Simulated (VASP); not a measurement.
CaO, 2 atoms in the cell. Symmetry: Fm-3m, No. 225, cubic system. The conventional cell has a = 4.807 Å, b = 4.807 Å, c = 4.807 Å, α = 90.00°, β = 90.00°, γ = 90.00°. Ca (site symmetry m-3m) has 6 O at 2.40 Å within 3.2 Å. Within 3.2 Å of O (site symmetry m-3m) lie 6 Ca at 2.40 Å. 

| Quantity | Value |
| --- | --- |
| Program | VASP 6.6.1 |
| Task | elastic constants |
| Functional | PBEsol |
| Potentials or basis | VASP PAW PBE potentials, release 64 (Ca_sv, O) |
| Cutoff | 600 eV |
| k mesh | 7 × 7 × 7 |
| Occupations | gaussian, width 0.01 eV |
| Spin | no spin polarisation |
| Dipole correction | no |
| Ions in elastic constants | relaxed |
| Further INCAR settings | ALGO = Normal; EDIFF = 1e-08; NBANDS = 15; IBRION = 6; POTIM = 0.015; NSW = 1; ISIF = 3 |

Potentials or basis: VASP PAW PBE potentials, release 64 (Ca_sv, O).

The run is started by

```bash
$ cat potpaw_PBE.64/Ca_sv/POTCAR potpaw_PBE.64/O/POTCAR > POTCAR
$ mpirun -np 1 vasp_std > vasp.out
```

Hardware: 1 thread of Intel(R) Xeon(R) Platinum 8488C (Sapphire Rapids) (shared host).

**Question.** How long does it take, and how much memory?

**Answer.** Run time: 4.2 min on 1 thread of Intel(R) Xeon(R) Platinum 8488C (Sapphire Rapids), on a shared host, peak memory 0.23 GiB. Counts: scf iterations 166, k points 20.
